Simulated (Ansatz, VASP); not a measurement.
Two plane-wave programs on HfO2

Contents of INCAR:

```
ALGO = Normal ; EDIFF = 1E-6
EDIFFG = -0.02 ; ENCUT = 520
GGA = PE ; IBRION = 2
ISIF = 2 ; ISMEAR = -1
LASPH = T ; LCHARG = F
LREAL = F ; LWAVE = F
NELM = 60 ; NSW = 80
PREC = Accurate ; SIGMA = 0.02
```

Contents of KPOINTS:

```
k-points
0
Gamma
  10 10 10
```

The input POSCAR:

```
HfO2
1.0
    0.0000000000      2.5575000000      2.5063500000
    2.5575000000      0.0000000000      2.5063500000
    2.5575000000      2.5575000000      0.0000000000
Hf O
1 2
Direct
    0.0000000000      0.0000000000      0.0000000000
    0.2500000000      0.2500000000      0.2500000000
    0.7500000000      0.7500000000      0.7500000000
```

Input for Ansatz:

```yaml
crystal:
  lattice:
    - [0.0, 2.5575, 2.50635]
    - [2.5575, 0.0, 2.50635]
    - [2.5575, 2.5575, 0.0]
  atoms:
    - { symbol: Hf, position: [0.0, 0.0, 0.0] }
    - { symbol: O, position: [0.25, 0.25, 0.25] }
    - { symbol: O, position: [0.75, 0.75, 0.75] }
kpoints:
  mp_grid: { grid: [10, 10, 10] }
scf:
  occupations: { method: fermi_dirac, width: 0.02 }
hamiltonian:
  xc: pbe
  pseudopotentials: { kind: paw }
output:
  forces: true
  stress: true
  populations: true
  efg:
    quadrupole_moments_barn: { Hf: 3.365, O: -0.02558 }
    contact_densities: true
  write_density: true
  write_potential: true
  elf: true
  volumetric_format: npy
relax:
  f_tol: 0.02
  max_steps: 60
```

Change from the starting cell: z stretched by -2 %, ions relaxed.

Alike in both runs: task relaxation of the atoms; functional PBE; k mesh 10 × 10 × 10; occupations fermi-dirac, width 0.02 eV; no spin polarisation.

|  | VASP | Ansatz |
| --- | --- | --- |
| version | VASP 6.6.1 | Ansatz 0.2.0 |
| potentials or method | VASP PAW PBE potentials, release 64 (Hf_pv, O) | plane-wave PAW, scalar-relativistic |
| plane-wave cutoff (eV) | 520 | 420 |
| valence electrons in the cell | 22 | 38 |

|  | VASP | Ansatz | Ansatz less VASP |
| --- | --- | --- | --- |
| gap on the k mesh at the Fermi level, each at its own relaxed structure (eV) | 3.61 | 3.61 | +0.001 |

VASP's potentials hold 22 valence electrons a cell and Ansatz's 38, so a difference there can come from the potentials and not from the codes. Ansatz's warnings: stress scf threshold loose.

Spin-orbit coupling is off throughout. Noted on VASP's run: the relaxation stopped at its first step, so nothing moved.
